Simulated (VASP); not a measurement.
## NaF (Villiaumite): single point with PBEsol

The system is NaF (Villiaumite).

```
Na F
1.0
     0.00000    2.33536    2.33536
     2.33536    0.00000    2.33536
     2.33536    2.33536    0.00000
Na F
1 1
Cartesian
  0.0000 0.0000 0.0000
  2.3354 2.3354 2.3354
```

This cell differs from its parent crystal: volume scaled by 1.02.

| Quantity | Value |
| --- | --- |
| Program | VASP 6.6.1 |
| Task | single point |
| Functional | PBEsol |
| Potentials or basis | VASP PAW PBE potentials, release 64 (Na_pv, F) |
| Cutoff | 520 eV |
| k mesh | 10 × 10 × 10 |
| Occupations | fermi-dirac, width 0.05 eV |
| Spin | no spin polarisation |

The pressure is -1.2 GPa and the band gap on the k mesh is 6.04 eV, direct.

Levels at points of the mesh, in eV from the valence-band top:
| k point | band 5 | band 6 | band 7 | band 8 | band 9 | band 10 |
| --- | --- | --- | --- | --- | --- | --- |
| (0.00, 0.00, 0.00) | 0.00 | 0.00 | 0.00 | 6.04 | 18.68 | 18.68 |
| (0.50, 0.00, 0.00) | -1.57 | -0.25 | -0.25 | 10.47 | 12.14 | 19.73 |
| (0.50, 0.50, 0.00) | -1.26 | -0.40 | -0.40 | 12.79 | 13.02 | 13.30 |

It took 8.9 s on 1 thread of Intel(R) Xeon(R) 6975P-C (Granite Rapids) (shared host), peak memory 0.15 GiB.

Caveat: the PAW data sets were made with another functional, which shifts forces and pressure a little. A k mesh can miss the band edges.
